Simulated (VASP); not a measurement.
# BN (P6_3/mmc) in VASP: a series of runs, part 2 of 2

VASP 6.6.1. The steps go on from the part before.

## 4. Single point, PBEsol

File INCAR:

```
SYSTEM = BN
ALGO = Normal
EDIFF = 1E-7
ENCUT = 520
GGA = PS
ISIF = 2
ISMEAR = 0
LASPH = .True.
LCHARG = .False.
LREAL = .False.
LWAVE = .False.
NBANDS = 16
NELM = 60
PREC = Accurate
SIGMA = 0.01
```

File KPOINTS:

```
k-points
0
Gamma
  9 9 4
  0 0 0
```

File POSCAR:

```
BN
1.0
    2.5005826042      0.0000000000      0.0000000000
   -1.2502913021      2.1655680595      0.0000000000
    0.0000000000      0.0000000000      6.5236361402
B N
2 2
Direct
    0.3333333333      0.6666666667      0.2500000000
    0.6666666667      0.3333333333      0.7500000000
    0.3333333333      0.6666666667      0.7500000000
    0.6666666667      0.3333333333      0.2500000000
```

Potentials or basis: VASP PAW PBE potentials, release 64 (B, N).

Started as:

```
$ cat potpaw_PBE.64/B/POTCAR potpaw_PBE.64/N/POTCAR > POTCAR
$ mpirun -np 1 vasp_std > vasp.out
```

OUTCAR:

```text
SYSTEM = BN
   EDIFF = 1E-7
   ENCUT = 520
   GGA = PS
   ISIF = 2
   ISMEAR = 0
   LASPH = .True.
   LREAL = .False.
   NELM = 60
   PREC = Accurate

 ion  position               nearest neighbor table
   1  0.333  0.667  0.250-   4 1.44   4 1.44   4 1.44
   2  0.667  0.333  0.750-   3 1.44   3 1.44   3 1.44
   3  0.333  0.667  0.750-   2 1.44   2 1.44   2 1.44
   4  0.667  0.333  0.250-   1 1.44   1 1.44   1 1.44

  LATTYP: Found a hexagonal cell.
 ALAT       =     2.5005826042
 C/A-ratio  =     2.6088464861

  Lattice vectors:

 A1 = (   2.5005826042,   0.0000000000,   0.0000000000)
 A2 = (  -1.2502913021,   2.1655680595,   0.0000000000)
 A3 = (   0.0000000000,   0.0000000000,   6.5236361402)

Analysis of symmetry for initial positions (statically):
=====================================================================
 Subroutine PRICEL returns:
 Original cell was already a primitive cell.

 Routine SETGRP: Setting up the symmetry group for a
 hexagonal supercell.

 Subroutine GETGRP returns: Found 24 space group operations
 (whereof 12 operations were pure point group operations)
 out of a pool of 24 trial point group operations.

The static configuration has the point symmetry D_3d.
 The point group associated with its full space group is D_6h.

Analysis of symmetry for dynamics (positions and initial velocities):
=====================================================================
 Subroutine PRICEL returns:
 Original cell was already a primitive cell.

 Routine SETGRP: Setting up the symmetry group for a
 hexagonal supercell.

 Subroutine GETGRP returns: Found 24 space group operations
 (whereof 12 operations were pure point group operations)
 out of a pool of 24 trial point group operations.

The dynamic configuration has the point symmetry D_3d.
 The point group associated with its full space group is D_6h.

 Subroutine INISYM returns: Found 24 space group operations
 (whereof 12 operations are pure point group operations),
 and found     1 'primitive' translations

----------------------------------------------------------------------------------------

                                     Primitive cell

  volume of cell :      35.3267

  direct lattice vectors                    reciprocal lattice vectors
     2.500582604  0.000000000  0.000000000     0.399906805  0.230886302  0.000000000
    -1.250291302  2.165568059  0.000000000     0.000000000  0.461772603  0.000000000
     0.000000000  0.000000000  6.523636140     0.000000000  0.000000000  0.153288745

  length of vectors
     2.500582604  2.500582604  6.523636140     0.461772603  0.461772603  0.153288745

  position of ions in fractional coordinates (direct lattice)
     0.333333333  0.666666667  0.250000000
     0.666666667  0.333333333  0.750000000
     0.333333333  0.666666667  0.750000000
     0.666666667  0.333333333  0.250000000

  ion indices of the primitive-cell ions
   primitive index   ion index
                 1           1
                 2           2
                 3           3
                 4           4

----------------------------------------------------------------------------------------

 KPOINTS: k-points

Automatic generation of k-mesh.
 Grid dimensions read from file:
 generate k-points for:    9    9    4

 Generating k-lattice:

  Cartesian coordinates                     Fractional coordinates (reciprocal lattice)
     0.044434089  0.025654034  0.000000000     0.111111111 -0.000000000  0.000000000
     0.000000000  0.051308067  0.000000000     0.000000000  0.111111111  0.000000000
     0.000000000  0.000000000  0.038322186     0.000000000  0.000000000  0.250000000

  Length of vectors
     0.051308067  0.051308067  0.038322186

  Shift w.r.t. Gamma in fractional coordinates (k-lattice)
     0.000000000  0.000000000  0.000000000

 Subroutine IBZKPT returns following result:
 ===========================================

 Found     36 irreducible k-points:

 Following reciprocal coordinates:
            Coordinates               Weight
  0.000000  0.000000  0.000000      1.000000
  0.111111  0.000000  0.000000      6.000000
  0.222222 -0.000000  0.000000      6.000000
  0.333333 -0.000000  0.000000      6.000000
  0.444444 -0.000000  0.000000      6.000000
  0.111111  0.111111  0.000000      6.000000
[... 16 lines left out ...]
  0.333333  0.222222  0.250000     24.000000
  0.333333  0.333333  0.250000      4.000000
 [... further k-points ...]
   k-points           NKPTS =     36   k-points in BZ     NKDIM =     36   number of bands    NBANDS=     16
   number of dos      NEDOS =    301   number of ions     NIONS =      4
   total plane-waves  NPLWV =  20000
   dimension x,y,z NGX =    20 NGY =   20 NGZ =   50
   dimension x,y,z NGXF=    40 NGYF=   40 NGZF=  100
   ions per type =               2   2
   NGX,Y,Z   is equivalent  to a cutoff of  13.30, 13.30, 12.74 a.u.
   NGXF,Y,Z  is equivalent  to a cutoff of  26.59, 26.59, 25.48 a.u.
 SYSTEM =  BN
   PREC   = accura    normal or accurate (medium, high low for compatibility)
   ISTART =      0    job   : 0-new  1-cont  2-samecut
   ICHARG =      2    charge: 1-file 2-atom 10-const
   ISPIN  =      1    spin polarized calculation?
   LNONCOLLINEAR =      F non collinear calculations
   LSORBIT =      F    spin-orbit coupling
   LASPH  =      T    aspherical Exc in radial PAW
   ENCUT  =  520.0 eV  38.22 Ry    6.18 a.u.   4.65  4.65 12.13*2*pi/ulx,y,z
   NELM   =     60;   NELMIN=  2; NELMDL= -5     # of ELM steps
   EDIFF  = 0.1E-06   stopping-criterion for ELM
   LREAL  =      F    real-space projection
   EDIFFG = 0.1E-05   stopping-criterion for IOM
   NSW    =      0    number of steps for IOM
   IBRION =     -1    ionic relax: 0-MD 1-quasi-New 2-CG
   NFREE  =      0    steps in history (QN), initial steepest desc. (CG)
   ISIF   =      2    stress and relaxation
   ISYM   =      2    0-nonsym 1-usesym 2-fastsym
   POTIM  = 0.5000    time-step for ionic-motion
   TEBEG  =    0.0;   TEEND  =   0.0 temperature during run
   PSTRESS=    0.0 pullay stress
   NELECT =      16.0000    total number of electrons
   NUPDOWN=      -1.0000    fix difference up-down
   EMIN   =  10.00;   EMAX   =-10.00  energy-range for DOS
   EFERMI =   0.00;   METHOD = LEGACY
   ISMEAR =     0;   SIGMA  =   0.01  broadening in eV -4-tet -1-fermi 0-gaus
   EFERMI_NEDOS =   21; number of points for ismear=-14 and -15
   IALGO  =     38    algorithm
   IMIX   =      4    mixing-type and parameters
     AMIX     =   0.40;   BMIX     =  1.00
     AMIX_MAG =   1.60;   BMIX_MAG =  1.00
  volume/ion in A,a.u.               =       8.83        59.60
  Fermi-wavevector in a.u.,A,eV,Ry     =   1.257228  2.375816 21.505657  1.580621
  Thomas-Fermi vector in A             =   2.390897
   LORBIT       =      0    0 simple, 1 ext, 2 COOP (PROOUT), +10 PAW based schemes
   GGA     = PS    functional components
   LHFCALC =     F    Hartree Fock is set to
   AEXX    =    0.0000 exact exchange contribution
   IVDW    =     0    specifies the selected vdW correction
   LEPSILON=     F    determine dielectric tensor
   LRPA    =     F    only Hartree local field effects (RPA)
 non-spin polarized calculation
 Gauss-broadening in eV      SIGMA  =   0.01
  energy-cutoff  :      520.00
  volume of cell :       35.33
 maximum number of plane-waves:       973
 NGX is ok and might be reduce to    20
   NGX =  9   NGY =  9   NGZ = 25

 number of electron      15.9999997 magnetization

 Free energy of the ion-electron system (eV)
  ---------------------------------------------------
  ext. energy  EPLUGINS =         0.00000000
  ---------------------------------------------------
  free energy    TOTEN  =       -36.55969034 eV

  energy without entropy =      -36.55969034  energy(sigma->0) =      -36.55969034

 E-fermi :   2.4729     XC(G=0): -10.4307

 val. band max:        2.3483679604   @ k =   0.3333   0.3333   0.5000
 cond. band min:       6.6309799802   @ k =   0.4444   0.1111   0.0000
 fundamental gap:      4.2826120198
 Fermi energy:         2.4729490207

 k-point     1 :       0.0000    0.0000    0.0000
  band No.  band energies     occupation
      1     -15.4548      2.00000
      2     -15.1078      2.00000
      3      -4.0455      2.00000
      4      -1.6754      2.00000
      5       1.0486      2.00000
      6       1.0486      2.00000
[... 8 lines left out ...]
     15      14.7304      0.00000
     16      15.4107      0.00000
[... 420 lines left out ...]
  band No.  band energies     occupation
      1     -11.5556      2.00000
      2     -11.5556      2.00000
      3      -5.6786      2.00000
      4      -5.5442      2.00000
      5      -4.7754      2.00000
      6      -4.7754      2.00000
[... 8 lines left out ...]
     15      19.5366      0.00000
     16      20.1596      0.00000

 [... further k-points ...]
[... 5 lines left out ...]
  --------------------------------------------------------------------------------------
  -------------------------------------------------------------------------------------
  Total        0.5143888      0.5143888      0.2742436      0.0000000      0.0000000      0.0000000
  in kB       23.3291701     23.3291701     12.4378201      0.0000000      0.0000000      0.0000000
  external PRESSURE =      19.6987201 kB  Pullay stress =       0.0000000 kB

 VOLUME and BASIS-vectors are now :
 -----------------------------------------------------------------------------
  energy-cutoff  :      520.00
  volume of cell :       35.33
      direct lattice vectors                 reciprocal lattice vectors
     2.500582604  0.000000000  0.000000000     0.399906805  0.230886302  0.000000000
    -1.250291302  2.165568059  0.000000000     0.000000000  0.461772603  0.000000000
     0.000000000  0.000000000  6.523636140     0.000000000  0.000000000  0.153288745

 POSITION                                       TOTAL-FORCE (eV/Angst)
 -----------------------------------------------------------------------------------
     -0.00000      1.44371      1.63091         0.000000     -0.000000      0.000000
      1.25029      0.72186      4.89273        -0.000000      0.000000      0.000000
     -0.00000      1.44371      4.89273         0.000000     -0.000000      0.000000
      1.25029      0.72186      1.63091         0.000000      0.000000      0.000000
 -----------------------------------------------------------------------------------
    total drift:                               -0.000000      0.000000     -0.000000

  FREE ENERGIE OF THE ION-ELECTRON SYSTEM (eV)
  ---------------------------------------------------
  free  energy   TOTEN  =       -36.5596903418 eV

  energy  without entropy=      -36.5596903418  energy(sigma->0) =      -36.55969034
```

OSZICAR:

```text
N       E                     dE             d eps       ncg     rms          rms(c)
DAV:   1     0.432344752988E+02    0.43234E+02   -0.78664E+03  1152   0.920E+02
DAV:   2    -0.371191962611E+02   -0.80354E+02   -0.72371E+02  1640   0.217E+02
DAV:   3    -0.399767805111E+02   -0.28576E+01   -0.28481E+01  1464   0.409E+01
DAV:   4    -0.399939464939E+02   -0.17166E-01   -0.17163E-01  1472   0.343E+00
DAV:   5    -0.399941062037E+02   -0.15971E-03   -0.15971E-03  1464   0.319E-01    0.111E+01
DAV:   6    -0.369351881154E+02    0.30589E+01   -0.47668E+00  1472   0.167E+01    0.505E+00
DAV:   7    -0.366447640551E+02    0.29042E+00   -0.52568E-01  1560   0.530E+00    0.310E+00
DAV:   8    -0.365635601499E+02    0.81204E-01   -0.20976E-01  1480   0.308E+00    0.453E-01
DAV:   9    -0.365590960515E+02    0.44641E-02   -0.13609E-02  1344   0.948E-01    0.180E-01
DAV:  10    -0.365596200988E+02   -0.52405E-03   -0.94047E-04  1408   0.237E-01    0.287E-02
DAV:  11    -0.365596831696E+02   -0.63071E-04   -0.55200E-05  1400   0.588E-02    0.202E-02
DAV:  12    -0.365596902880E+02   -0.71184E-05   -0.16603E-05  1360   0.279E-02    0.174E-03
DAV:  13    -0.365596903418E+02   -0.53796E-07   -0.41023E-07  1496   0.497E-03
   1 F= -.36559690E+02 E0= -.36559690E+02  d E =-.274488E-71
```

Run time: 20 s. Hardware: 1 thread of AMD EPYC 9R45 (Zen 5), shared host; peak memory 0.11 GiB.

Results:

```
Free energy            : -36.5597 eV
Pressure               : 2.0 GPa
Band gap on the k mesh : 4.28 eV, indirect (least direct gap 4.55 eV)
```

Levels at points of the mesh, in eV from the valence-band top:
```csv
k point,band 5,band 6,band 7,band 8,band 9,band 10,band 11,band 12
"(0.00, 0.00, 0.00)",-1.30,-1.30,-1.26,-1.26,5.17,10.41,11.53,11.53
"(0.00, 0.00, 0.50)",-1.28,-1.28,-1.28,-1.28,7.68,7.68,11.61,11.61
```

Caveat: the PAW data sets were made with another functional, which shifts forces and pressure a little; this functional lacks dispersion, which binds the layers, so the pressure and a relaxed spacing across them are unreliable. A k mesh can miss the band edges.

## 5. Single point, PBE

File INCAR:

```
SYSTEM = BN
PREC     = Accurate       ! precision mode
ENCUT    = 520            ! plane-wave cutoff, eV
EDIFF    = 1E-6           ! SCF threshold, eV
ISMEAR   = 0              ! smearing method
SIGMA    = 0.01           ! smearing width, eV
LREAL    = .FALSE.        ! projectors in reciprocal space
LASPH    = .TRUE.         ! aspherical terms in the spheres
NELM     = 80             ! most SCF steps
ALGO     = Normal         ! electronic algorithm
ISIF     = 2              ! what is computed and relaxed
LWAVE    = .FALSE.        ! write WAVECAR
LCHARG   = .TRUE.         ! write CHGCAR
GGA      = PE             ! functional
LELF     = .TRUE.         ! ELF
LVHAR    = .TRUE.       
NBANDS   = 16             ! bands
```

File KPOINTS:

```
Automatic mesh
0
Gamma
  9 9 4
  0 0 0.5
```

POSCAR is that of step 4.

Started as:

```
$ cat potpaw_PBE.64/B/POTCAR potpaw_PBE.64/N/POTCAR > POTCAR
$ mpirun -np 1 vasp_std > vasp.out
```

Run time: 15 s. Hardware: 1 thread of AMD EPYC 9R45 (Zen 5), shared host; peak memory 0.11 GiB.

Results (log left out):

| Property | Result |
| --- | --- |
| Free energy | -35.1368 eV |
| Pressure | 4.7 GPa |
| Band gap on the k mesh | 4.41 eV, indirect (least direct gap 4.69 eV) |

Stress tensor (GPa, compression positive):
```
5.37 0.00 0.00
0.00 5.37 0.00
0.00 0.00 3.48
```

Levels at points of the mesh, in eV from the valence-band top:
| k point | band 4 | band 5 | band 6 | band 7 | band 8 | band 9 | band 10 | band 11 | band 12 | band 13 |
| --- | --- | --- | --- | --- | --- | --- | --- | --- | --- | --- |
| (0.00, 0.00, 0.12) | -4.10 | -1.31 | -1.31 | -1.27 | -1.27 | 5.59 | 10.31 | 11.60 | 11.60 | 11.73 |

Caveat: this functional lacks dispersion, which binds the layers, so the pressure and a relaxed spacing across them are unreliable.

## 6. Summary

```tsv
level	k mesh	smearing	gap on the mesh (eV)	pressure (GPa)
PBE	9 × 9 × 4	tetrahedron	4.38	4.7
PBE	9 × 9 × 4	methfessel-paxton 0.5 eV	4.38	4.7
PBEsol	9 × 9 × 4	gaussian 0.01 eV	4.28	2.0
PBE	9 × 9 × 4, shifted	gaussian 0.01 eV	4.41	4.7
```

Alike in all rows: task single point; potentials or basis VASP PAW PBE potentials, release 64 (B, N); no spin polarisation; cell as given; cutoff (eV) 520.

On the cell as given the gap runs from 4.28 eV (PBEsol) to 4.41 eV (PBE). The pressure there spans 2.0 GPa (PBEsol) to 4.7 GPa (PBE); a positive pressure means that this level wants a larger cell, a negative one a smaller.

Caveats: this functional lacks dispersion, which binds the layers, so the pressure and a relaxed spacing across them are unreliable; the PAW data sets were made with another functional, which shifts forces and pressure a little (some runs).

Absolute energies hang on the potentials; compare differences alone.
